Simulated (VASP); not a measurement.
# Ca2Si2Ge3 (P6/mmm) in VASP: single point with PBE

Aim: the single point of Ca2Si2Ge3 with PBE.

Everything below comes from runs of VASP 6.6.1. Logs are shortened: lines on timing, memory, paths and dates and some standing lists are left out, and cuts for length are marked.

## 1. The cell of the first run

The structure is hexagonal, space group P6/mmm (No. 191). The conventional cell has a = 4.744 Å, b = 4.744 Å, c = 8.336 Å, α = 90.00°, β = 90.00°, γ = 120.00°. Within 2.8 Å of Ca (site symmetry 6/mmm) lie 2 Si at 2.08 Å. Within 2.8 Å of Ca (site symmetry 6/mmm) lie 2 Si at 2.09 Å and 6 Ge at 2.37 Å. Si (site symmetry 6mm) has 2 Ca at 2.08 to 2.09 Å within 2.8 Å. Within 3.2 Å of Ge (site symmetry mmm) lie 2 Ca at 2.37 Å and 4 Ge at 2.37 Å and 4 Si at 3.16 Å.

The cell was generated, and may not be a known phase.

## 2. Single point, PBE

The input, INCAR:

```
SYSTEM = Ca2Si2Ge3
PREC = Accurate ; ENCUT = 520
EDIFF = 1E-6 ; ISMEAR = 0
SIGMA = 0.1 ; LREAL = .False.
LASPH = .True. ; NELM = 100
ALGO = Normal ; ISIF = 2
LWAVE = .False. ; LCHARG = .True.
GGA = PE ; LELF = .True.
LVHAR = .True. ; NBANDS = 44
```

The input, KPOINTS:

```
Automatic mesh
0
Gamma
  6 6 2
  0 0 0
```

The input, POSCAR:

```
Ca2Si2Ge3
1.0
    4.7444686800      0.0000000000      0.0000000000
   -2.3722343400      4.1088304100      0.0000000000
    0.0000000000      0.0000000000      8.3358917800
Ca Si Ge
2 2 3
Direct
    0.0000000000      0.0000000000      0.5000000000
    0.0000000000      0.0000000000      0.0000000000
    0.0000000000      0.0000000000      0.2502773400
    0.0000000000      0.0000000000      0.7497226600
    0.5000000000      0.0000000000      0.0000000000
    0.0000000000      0.5000000000      0.0000000000
    0.5000000000      0.5000000000      0.0000000000
```

Potentials or basis: VASP PAW PBE potentials, release 64 (Ca_sv, Si, Ge_d).

The run is started by

```console
$ cat potpaw_PBE.64/Ca_sv/POTCAR potpaw_PBE.64/Si/POTCAR potpaw_PBE.64/Ge_d/POTCAR > POTCAR
$ mpirun -np 1 vasp_std > vasp.out
```

OUTCAR:

```text
SYSTEM = Ca2Si2Ge3
   PREC = Accurate
   ENCUT = 520
   EDIFF = 1E-6
   ISMEAR = 0
   LREAL = .False.
   LASPH = .True.
   NELM = 100
   ISIF = 2
   GGA = PE

 ion  position               nearest neighbor table
   1  0.000  0.000  0.500-   3 2.08   4 2.08
   2  0.000  0.000  0.000-   3 2.09   4 2.09   5 2.37   5 2.37   7 2.37   6 2.37   6 2.37   7 2.37

   3  0.000  0.000  0.250-   1 2.08   2 2.09
   4  0.000  0.000  0.750-   1 2.08   2 2.09
   5  0.500  0.000  0.000-   2 2.37   2 2.37   7 2.37   7 2.37   6 2.37   6 2.37
   6  0.000  0.500  0.000-   7 2.37   7 2.37   2 2.37   2 2.37   5 2.37   5 2.37
   7  0.500  0.500  0.000-   6 2.37   6 2.37   2 2.37   5 2.37   5 2.37   2 2.37

  LATTYP: Found a hexagonal cell.
 ALAT       =     4.7444686800
 C/A-ratio  =     1.7569705571

  Lattice vectors:

 A1 = (   4.7444686800,   0.0000000000,   0.0000000000)
 A2 = (  -2.3722343400,   4.1088304100,   0.0000000000)
 A3 = (   0.0000000000,   0.0000000000,   8.3358917800)

Analysis of symmetry for initial positions (statically):
=====================================================================
 Subroutine PRICEL returns:
 Original cell was already a primitive cell.

 Routine SETGRP: Setting up the symmetry group for a
 hexagonal supercell.

 Subroutine GETGRP returns: Found 24 space group operations
 (whereof 24 operations were pure point group operations)
 out of a pool of 24 trial point group operations.

The static configuration has the point symmetry D_6h.

Analysis of symmetry for dynamics (positions and initial velocities):
=====================================================================
 Subroutine PRICEL returns:
 Original cell was already a primitive cell.

 Routine SETGRP: Setting up the symmetry group for a
 hexagonal supercell.

 Subroutine GETGRP returns: Found 24 space group operations
 (whereof 24 operations were pure point group operations)
 out of a pool of 24 trial point group operations.

The dynamic configuration has the point symmetry D_6h.

 Subroutine INISYM returns: Found 24 space group operations
 (whereof 24 operations are pure point group operations),
 and found     1 'primitive' translations

----------------------------------------------------------------------------------------

                                     Primitive cell

  volume of cell :     162.5017

  direct lattice vectors                    reciprocal lattice vectors
     4.744468680  0.000000000  0.000000000     0.210771757  0.121689131  0.000000000
    -2.372234340  4.108830410  0.000000000     0.000000000  0.243378261  0.000000000
     0.000000000  0.000000000  8.335891780     0.000000000  0.000000000  0.119963170

  length of vectors
     4.744468680  4.744468685  8.335891780     0.243378261  0.243378261  0.119963170

  position of ions in fractional coordinates (direct lattice)
     0.000000000  0.000000000  0.500000000
     0.000000000  0.000000000  0.000000000
     0.000000000  0.000000000  0.250277340
     0.000000000  0.000000000  0.749722660
     0.500000000  0.000000000  0.000000000
     1.000000000  0.500000000  0.000000000
     0.500000000  0.500000000  0.000000000

  ion indices of the primitive-cell ions
   primitive index   ion index
                 1           1
                 2           2
                 3           3
                 4           4
                 5           5
                 6           6
                 7           7

----------------------------------------------------------------------------------------

 KPOINTS: Automatic mesh

Automatic generation of k-mesh.
 Grid dimensions read from file:
 generate k-points for:    6    6    2

 Generating k-lattice:

  Cartesian coordinates                     Fractional coordinates (reciprocal lattice)
     0.035128626  0.020281522  0.000000000     0.166666667 -0.000000000  0.000000000
     0.000000000  0.040563044  0.000000000     0.000000000  0.166666667  0.000000000
     0.000000000  0.000000000  0.059981585     0.000000000  0.000000000  0.500000000

  Length of vectors
     0.040563044  0.040563044  0.059981585

  Shift w.r.t. Gamma in fractional coordinates (k-lattice)
     0.000000000  0.000000000  0.000000000

 Subroutine IBZKPT returns following result:
 ===========================================

 Found     14 irreducible k-points:

 Following reciprocal coordinates:
            Coordinates               Weight
  0.000000  0.000000  0.000000      1.000000
  0.166667  0.000000  0.000000      6.000000
  0.333333  0.000000  0.000000      6.000000
  0.500000  0.000000  0.000000      3.000000
  0.166667  0.166667  0.000000      6.000000
  0.333333  0.166667  0.000000     12.000000
  0.333333  0.333333  0.000000      2.000000
  0.000000  0.000000  0.500000      1.000000
  0.166667  0.000000  0.500000      6.000000
  0.333333  0.000000  0.500000      6.000000
  0.500000  0.000000  0.500000      3.000000
  0.166667  0.166667  0.500000      6.000000
  0.333333  0.166667  0.500000     12.000000
  0.333333  0.333333  0.500000      2.000000
   k-points           NKPTS =     14   k-points in BZ     NKDIM =     14   number of bands    NBANDS=     44
   number of dos      NEDOS =    301   number of ions     NIONS =      7
   total plane-waves  NPLWV =  82944
   dimension x,y,z NGX =    36 NGY =   36 NGZ =   64
   dimension x,y,z NGXF=    72 NGYF=   72 NGZF=  128
   ions per type =               2   2   3
   NGX,Y,Z   is equivalent  to a cutoff of  12.61, 12.61, 12.76 a.u.
   NGXF,Y,Z  is equivalent  to a cutoff of  25.23, 25.23, 25.53 a.u.
 SYSTEM =  Ca2Si2Ge3
   PREC   = accura    normal or accurate (medium, high low for compatibility)
   ISTART =      0    job   : 0-new  1-cont  2-samecut
   ICHARG =      2    charge: 1-file 2-atom 10-const
   ISPIN  =      1    spin polarized calculation?
   LNONCOLLINEAR =      F non collinear calculations
   LSORBIT =      F    spin-orbit coupling
   LASPH  =      T    aspherical Exc in radial PAW
   ENCUT  =  520.0 eV  38.22 Ry    6.18 a.u.   8.82  8.82 15.50*2*pi/ulx,y,z
   NELM   =    100;   NELMIN=  2; NELMDL= -5     # of ELM steps
   EDIFF  = 0.1E-05   stopping-criterion for ELM
   LREAL  =      F    real-space projection
   EDIFFG = 0.1E-04   stopping-criterion for IOM
   NSW    =      0    number of steps for IOM
   IBRION =     -1    ionic relax: 0-MD 1-quasi-New 2-CG
   NFREE  =      0    steps in history (QN), initial steepest desc. (CG)
   ISIF   =      2    stress and relaxation
   ISYM   =      2    0-nonsym 1-usesym 2-fastsym
   POTIM  = 0.5000    time-step for ionic-motion
   TEBEG  =    0.0;   TEEND  =   0.0 temperature during run
   PSTRESS=    0.0 pullay stress
   NELECT =      70.0000    total number of electrons
   NUPDOWN=      -1.0000    fix difference up-down
   EMIN   =  10.00;   EMAX   =-10.00  energy-range for DOS
   EFERMI =   0.00;   METHOD = LEGACY
   ISMEAR =     0;   SIGMA  =   0.10  broadening in eV -4-tet -1-fermi 0-gaus
   EFERMI_NEDOS =   21; number of points for ismear=-14 and -15
   IALGO  =     38    algorithm
   IMIX   =      4    mixing-type and parameters
     AMIX     =   0.40;   BMIX     =  1.00
     AMIX_MAG =   1.60;   BMIX_MAG =  1.00
  volume/ion in A,a.u.               =      23.21       156.66
  Fermi-wavevector in a.u.,A,eV,Ry     =   1.236388  2.336435 20.798628  1.528656
  Thomas-Fermi vector in A             =   2.370999
   LORBIT       =      0    0 simple, 1 ext, 2 COOP (PROOUT), +10 PAW based schemes
   GGA     = PE    functional components
   LHFCALC =     F    Hartree Fock is set to
   AEXX    =    0.0000 exact exchange contribution
   IVDW    =     0    specifies the selected vdW correction
   LEPSILON=     F    determine dielectric tensor
   LRPA    =     F    only Hartree local field effects (RPA)
 non-spin polarized calculation
 Gauss-broadening in eV      SIGMA  =   0.10
  energy-cutoff  :      520.00
  volume of cell :      162.50
 maximum number of plane-waves:      4400
 NGX is ok and might be reduce to    36
   NGX = 17   NGY = 17   NGZ = 31

 number of electron      70.0000062 magnetization

 Free energy of the ion-electron system (eV)
  ---------------------------------------------------
  ext. energy  EPLUGINS =         0.00000000
  ---------------------------------------------------
  free energy    TOTEN  =        -9.13426741 eV

  energy without entropy =       -9.11647976  energy(sigma->0) =       -9.12537358

 E-fermi :   4.2080     XC(G=0):  -9.0630

 val. band max:        4.2032885924   @ k =   0.3333   0.0000   0.5000
 cond. band min:       4.2140053021   @ k =   0.0000   0.0000   0.0000
 fundamental gap:      0.0107167097
 Fermi energy:         4.2080223456

 k-point     1 :       0.0000    0.0000    0.0000
  band No.  band energies     occupation
      1     -36.5131      2.00000
      2     -34.4227      2.00000
      3     -20.8420      2.00000
      4     -20.7144      2.00000
      5     -20.7144      2.00000
      6     -20.5709      2.00000
[... 36 lines left out ...]
     43       7.2482      0.00000
     44       7.2482      0.00000

 k-point     2 :       0.1667    0.0000    0.0000
  band No.  band energies     occupation
      1     -36.5130      2.00000
      2     -34.4189      2.00000
      3     -20.8096      2.00000
      4     -20.7060      2.00000
      5     -20.6739      2.00000
      6     -20.5548      2.00000
[... 36 lines left out ...]
     43       7.4241      0.00000
     44       7.5253      0.00000

 k-point     3 :       0.3333    0.0000    0.0000
  band No.  band energies     occupation
      1     -36.5127      2.00000
      2     -34.4113      2.00000
      3     -20.7489      2.00000
      4     -20.6817      2.00000
      5     -20.5636      2.00000
      6     -20.5187      2.00000
[... 506 lines left out ...]
     43       7.7182      0.00000
     44       8.3275      0.00000

 k-point    14 :       0.3333    0.3333    0.5000
  band No.  band energies     occupation
      1     -36.5125      2.00000
      2     -34.4057      2.00000
      3     -20.6115      2.00000
      4     -20.5807      2.00000
      5     -20.5807      2.00000
      6     -20.5521      2.00000
[... 36 lines left out ...]
     43       8.2022      0.00000
     44       8.2022      0.00000

------------------------ aborting loop because EDIFF is reached ----------------------------------------

  FORCE on cell =-STRESS in cart. coord.  units (eV):
  Direction    XX          YY          ZZ          XY          YZ          ZX
  --------------------------------------------------------------------------------------
  -------------------------------------------------------------------------------------
  Total       35.2757892     35.2757893     54.1743724      0.0000000      0.0000000     -0.0000000
  in kB      347.7999000    347.7999009    534.1295468      0.0000000      0.0000000     -0.0000000
  external PRESSURE =     409.9097826 kB  Pullay stress =       0.0000000 kB

 VOLUME and BASIS-vectors are now :
 -----------------------------------------------------------------------------
  energy-cutoff  :      520.00
  volume of cell :      162.50
      direct lattice vectors                 reciprocal lattice vectors
     4.744468680  0.000000000  0.000000000     0.210771757  0.121689131  0.000000000
    -2.372234340  4.108830410  0.000000000     0.000000000  0.243378261  0.000000000
     0.000000000  0.000000000  8.335891780     0.000000000  0.000000000  0.119963170

 POSITION                                       TOTAL-FORCE (eV/Angst)
 -----------------------------------------------------------------------------------
      0.00000      0.00000      4.16795         0.000000      0.000000      0.000000
      0.00000      0.00000      0.00000         0.000000      0.000000      0.000000
      0.00000      0.00000      2.08628        -0.000000     -0.000000     -1.817655
      0.00000      0.00000      6.24961        -0.000000      0.000000      1.817655
      2.37223      0.00000      0.00000         0.000000      0.000000      0.000000
     -1.18612      2.05442      0.00000         0.000000      0.000000      0.000000
      1.18612      2.05442      0.00000         0.000000      0.000000      0.000000
 -----------------------------------------------------------------------------------
    total drift:                                0.000000      0.000000     -0.000000

  FREE ENERGIE OF THE ION-ELECTRON SYSTEM (eV)
  ---------------------------------------------------
  free  energy   TOTEN  =        -9.1342674107 eV

  energy  without entropy=       -9.1164797562  energy(sigma->0) =       -9.12537358
```

It took 2.6 min on 1 thread of Oxide Virtual Turin-like, shared host; peak memory 0.29 GiB.

Results:

| Property | Result |
| --- | --- |
| Free energy | -9.1343 eV |
| Pressure | 41.0 GPa |
| Largest force | 1.818 eV/Å |
| Band gap on the k mesh | zero (bands 35 and 36 overlap by 0.41 eV) |

Forces in eV/Å, atoms in the order of the input:
```
Ca   0.000  0.000  0.000
Ca   0.000  0.000  0.000
Si   0.000  0.000 -1.818
Si   0.000  0.000  1.818
Ge   0.000  0.000  0.000
Ge   0.000  0.000  0.000
Ge   0.000  0.000  0.000
```

Stress tensor (GPa, compression positive):
```
34.78  0.00  0.00
 0.00 34.78  0.00
 0.00  0.00 53.41
```

Caveat: the k points lie up to 0.38 Å⁻¹ apart; forces of over 1 eV/Å act on the atoms, so gaps and moduli don't describe the material at rest.
